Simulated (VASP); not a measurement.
# VWC2 (R-3m) in VASP: settings compared, part 3 of 3

VASP 6.6.1.

### 5 Single point, PBEsol, collinear spin, ferromagnetic start

INCAR

```
SYSTEM = VWC2
PREC = Accurate ; ENCUT = 520
EDIFF = 1E-6 ; ISMEAR = -1
SIGMA = 0.05 ; LREAL = .False.
LASPH = .True. ; NELM = 150
ALGO = Normal ; ISIF = 2
LWAVE = .False. ; LCHARG = .True.
ISPIN = 2 ; MAGMOM = 0 2 0 0
LORBIT = 11 ; LMAXMIX = 4
GGA = PS ; LELF = .True.
LVHAR = .True. ; NBANDS = 30
```

KPOINTS

```
Automatic mesh
0
Gamma
  10 10 10
  0 0 0
```

POSCAR

```
VWC2
1.0
    1.4965380473      0.8640266445      4.8672107864
   -1.4965380473      0.8640266445      4.8672107864
    0.0000000000     -1.7280532889      4.8672107864
W V C
1 1 2
Direct
    0.0000000000      0.0000000000      0.0000000000
    0.5000000000      0.5000000000      0.5000000000
    0.2464940000      0.2464940000      0.2464940000
    0.7535060000      0.7535060000      0.7535060000
```

Run with:

```
$ cat potpaw_PBE.64/W_sv/POTCAR potpaw_PBE.64/V_sv/POTCAR potpaw_PBE.64/C/POTCAR > POTCAR
$ mpirun -np 1 vasp_std > vasp.out
```

Wall time 9.1 min (1 thread of Intel Xeon Platinum 8124M at 3.00GHz (Skylake/Cascade Lake), shared host); peak memory 0.44 GiB.

Results (log left out):

```
Free energy                                           : -43.4742 eV
Pressure                                              : 4.3 GPa
Largest force                                         : 0.110 eV/Å
Net moment                                            : 0.00 μB per cell
Valence electrons inside the program's atomic spheres : W 12.24; V 11.78; C 2.45
```

Forces in eV/Å, atoms in the order of the input:
```
W    0.000  0.000  0.000
V    0.000  0.000  0.000
C    0.000  0.000 -0.110
C    0.000  0.000  0.110
```

Stress tensor (GPa, compression positive):
```
4.56 0.00 0.00
0.00 4.56 0.00
0.00 0.00 3.73
```

Levels at points of the mesh, in eV from the Fermi level:
Spin up:
```
           k point  band 15  band 16  band 17  band 18  band 19  band 20  band 21  band 22
(0.00, 0.00, 0.00)    -1.96    -1.87    -0.48    -0.48    -0.09    -0.09    -0.04     1.16
(0.50, 0.00, 0.00)    -4.70    -3.86    -0.87    -0.60     0.97     1.64     2.28     3.24
(0.50, 0.50, 0.00)    -4.70    -1.85    -1.80     0.75     0.98     1.06     1.77     2.48
(0.50, 0.50, 0.50)    -3.83    -3.83    -0.61    -0.61    -0.39    -0.39     0.64     1.30
```
Spin down:
```csv
k point,band 14,band 15,band 16,band 17,band 18,band 19,band 20,band 21,band 22,band 23
"(0.00, 0.00, 0.00)",-1.96,-1.96,-1.87,-0.48,-0.48,-0.09,-0.09,-0.04,1.16,1.16
"(0.50, 0.00, 0.00)",-4.86,-4.70,-3.86,-0.87,-0.60,0.97,1.64,2.28,3.24,3.89
"(0.50, 0.50, 0.00)",-5.35,-4.70,-1.85,-1.80,0.75,0.98,1.06,1.77,2.48,3.18
"(0.50, 0.50, 0.50)",-4.87,-3.83,-3.83,-0.61,-0.61,-0.39,-0.39,0.64,1.30,4.17
```

Caveat: the cell stands under pressure; the moments typed at the start vanished in this run; the PAW data sets were made with another functional, which shifts forces and pressure a little; spin-orbit coupling is left out, which moves the levels of the heavy elements.

### 6 Single point, PBEsol, collinear spin, ferromagnetic start

This run uses another cell than the first one, of 9.83 Å³/atom.

INCAR

```
PREC = Accurate ; ENCUT = 520
EDIFF = 1E-7 ; ISMEAR = -1
SIGMA = 0.05 ; LREAL = False
LASPH = True ; NELM = 150
ALGO = Normal ; ISIF = 2
LWAVE = False ; LCHARG = False
ISPIN = 2 ; MAGMOM = 0 2 0 0
LORBIT = 11 ; LMAXMIX = 4
GGA = PS ; NBANDS = 30
```

KPOINTS

```
regular mesh
0
Gamma
  8 8 8
```

POSCAR

```
VWC2
1.0
    1.5170411163      0.8758640969      4.9338931930
   -1.5170411163      0.8758640969      4.9338931930
    0.0000000000     -1.7517281937      4.9338931930
W V C
1 1 2
Direct
    0.0000000000      0.0000000000      0.0000000000
    0.5000000000      0.5000000000      0.5000000000
    0.2464940000      0.2464940000      0.2464940000
    0.7535060000      0.7535060000      0.7535060000
```

Potentials or basis: VASP PAW PBE potentials, release 64 (W_sv, V_sv, C).

Run with:

```
$ cat potpaw_PBE.64/W_sv/POTCAR potpaw_PBE.64/V_sv/POTCAR potpaw_PBE.64/C/POTCAR > POTCAR
$ mpirun -np 1 vasp_std > vasp.out
```

OUTCAR:

```text
PREC = Accurate
   ENCUT = 520
   EDIFF = 1E-7
   ISMEAR = -1
   LREAL = False
   LASPH = True
   NELM = 150
   ISIF = 2
   ISPIN = 2
   LORBIT = 11
   GGA = PS

 ion  position               nearest neighbor table
   1  0.000  0.000  0.000-   4 2.17   3 2.17   4 2.17   4 2.17   3 2.17   3 2.17   2 3.03   2 3.03
                             2 3.03   2 3.03   2 3.03   2 3.03
   2  0.500  0.500  0.500-   3 2.11   4 2.11   3 2.11   3 2.11   4 2.11   4 2.11   1 3.03   1 3.03
                             1 3.03   1 3.03   1 3.03   1 3.03
   3  0.246  0.246  0.246-   2 2.11   2 2.11   2 2.11   1 2.17   1 2.17   1 2.17
   4  0.754  0.754  0.754-   2 2.11   2 2.11   2 2.11   1 2.17   1 2.17   1 2.17

  LATTYP: Found a trigonal (rhomboedric) cell.
[... 1772 lines left out ...]
     0.000000000 -1.751728194  4.933893193     0.000000000 -0.380576547  0.067559901

 POSITION                                       TOTAL-FORCE (eV/Angst)
 -----------------------------------------------------------------------------------
      0.00000      0.00000      0.00000        -0.000000     -0.000000      0.000000
      0.00000      0.00000      7.40084         0.000000     -0.000000      0.000000
      0.00000      0.00000      3.64853         0.000000      0.000000      0.077482
      0.00000      0.00000     11.15315         0.000000     -0.000000     -0.077482
 -----------------------------------------------------------------------------------
    total drift:                               -0.000000     -0.000000      0.000000

  FREE ENERGIE OF THE ION-ELECTRON SYSTEM (eV)
  ---------------------------------------------------
  free  energy   TOTEN  =       -43.4638829486 eV

  energy  without entropy=      -43.4440985486  energy(sigma->0) =      -43.45399075

 total charge

# of ion       s       p       d       tot
------------------------------------------
    1        2.325   6.396   3.407  12.128
    2        2.245   6.293   3.146  11.684
    3        0.868   1.541   0.000   2.410
    4        0.868   1.541   0.000   2.410
--------------------------------------------------
tot          6.307  15.772   6.552  28.631

 magnetization (x)

# of ion       s       p       d       tot
------------------------------------------
    1       -0.000   0.000  -0.000  -0.000
    2       -0.000  -0.000  -0.000  -0.000
    3        0.000   0.000   0.000   0.000
    4        0.000   0.000   0.000   0.000
--------------------------------------------------
tot         -0.000   0.000  -0.000  -0.000
```

OSZICAR:

```text
N       E                     dE             d eps       ncg     rms          rms(c)
DAV:   1     0.359634585140E+03    0.35963E+03   -0.17748E+04  7824   0.130E+03
[... 11 lines left out ...]
DAV:  13    -0.434639046166E+02    0.60155E-04   -0.88705E-05  8790   0.658E-02    0.939E-02
DAV:  14    -0.434639006405E+02    0.39761E-05   -0.33654E-04  8874   0.114E-01    0.482E-02
DAV:  15    -0.434638841236E+02    0.16517E-04   -0.55954E-05  8496   0.535E-02    0.117E-02
DAV:  16    -0.434638835430E+02    0.58066E-06   -0.10525E-05  8886   0.219E-02    0.102E-02
DAV:  17    -0.434638831314E+02    0.41153E-06   -0.78260E-07  8424   0.621E-03    0.621E-03
DAV:  18    -0.434638829486E+02    0.18284E-06   -0.68402E-07  7168   0.550E-03    0.138E-03
DAV:  19    -0.434638829486E+02    0.52751E-10   -0.16282E-08  4152   0.912E-04
   1 F= -.43463883E+02 E0= -.43453991E+02  d E =-.197844E-01  mag=    -0.0000
```

Run time: 4.1 min. Hardware: 1 thread of Intel Xeon 6975P-C (Granite Rapids), shared host; peak memory 0.38 GiB.

What came out:

* Free energy: -43.4639 eV
* Pressure: -10.0 GPa
* Largest force: 0.077 eV/Å
* Net moment: 0.00 μB per cell
* Valence electrons inside the program's atomic spheres: W 12.13; V 11.68; C 2.41

Forces on the atoms (eV/Å):
```
W    0.000  0.000  0.000
V    0.000  0.000  0.000
C    0.000  0.000  0.077
C    0.000  0.000 -0.077
```

Stress tensor (GPa, compression positive):
```
-10.06   0.00   0.00
  0.00 -10.06   0.00
  0.00   0.00  -9.74
```

Levels at points of the mesh, in eV from the Fermi level:
Spin up:
```csv
k point,band 14,band 15,band 16,band 17,band 18,band 19,band 20,band 21,band 22,band 23
"(0.00, 0.00, 0.00)",-1.81,-1.81,-1.74,-0.43,-0.43,-0.02,-0.02,0.04,1.11,1.11
"(0.50, 0.00, 0.00)",-4.63,-4.50,-3.67,-0.81,-0.53,0.93,1.55,2.17,3.07,3.72
"(0.50, 0.50, 0.00)",-5.21,-4.41,-1.76,-1.71,0.72,0.93,1.02,1.67,2.34,3.01
"(0.50, 0.50, 0.50)",-4.64,-3.62,-3.62,-0.54,-0.54,-0.34,-0.34,0.65,1.24,4.02
```
Spin down:
```tsv
k point	band 16	band 17	band 18	band 19	band 20	band 21
(0.00, 0.00, 0.00)	-1.74	-0.43	-0.43	-0.02	-0.02	0.04
(0.50, 0.00, 0.00)	-3.67	-0.81	-0.53	0.93	1.55	2.17
(0.50, 0.50, 0.00)	-1.76	-1.71	0.72	0.93	1.02	1.67
(0.50, 0.50, 0.50)	-3.62	-0.54	-0.54	-0.34	-0.34	0.65
```

Caveat: the cell stands under tension; the moments typed at the start vanished in this run; the PAW data sets were made with another functional, which shifts forces and pressure a little; spin-orbit coupling is left out, which moves the levels of the heavy elements.

### 7 The runs side by side

| level | cell | k mesh | gap on the mesh (eV) | pressure (GPa) | moment (μB) | largest force (eV/Å) |
| --- | --- | --- | --- | --- | --- | --- |
| PBEsol+D4 | a = 5.155 Å, angles 33.8°, 4 atoms, atomic positions A | 10 × 10 × 10 | none | 0.7 | 0.00 | 0.03 |
| PBEsol | a = 5.175 Å, angles 33.8°, 4 atoms, atomic positions B | 10 × 10 × 10 | none | 0.8 | 0.00 | 0.02 |
| PBEsol | a = 5.129 Å, angles 33.7°, 4 atoms, atomic positions C | 10 × 10 × 10 | none | 12.8 | 0.00 | 0.22 |
| PBEsol | a = 5.165 Å, angles 33.7°, 4 atoms, atomic positions C | 10 × 10 × 10 | none | 4.3 | 0.00 | 0.11 |
| PBEsol | a = 5.236 Å, angles 33.7°, 4 atoms, atomic positions C | 8 × 8 × 8 | none | -10.0 | 0.00 | 0.08 |

Alike in all rows: task single point; potentials or basis VASP PAW PBE potentials, release 64 (W_sv, V_sv, C); spin collinear, ferromagnetic start; cutoff (eV) 520; smearing fermi-dirac 0.05 eV.

Caveats: the moments typed at the start vanished in this run; the PAW data sets were made with another functional, which shifts forces and pressure a little; spin-orbit coupling is left out, which moves the levels of the heavy elements; the cell stands under pressure (at least some runs); the cell stands under tension (at least some runs).

Absolute energies hang on the potentials; compare differences alone.
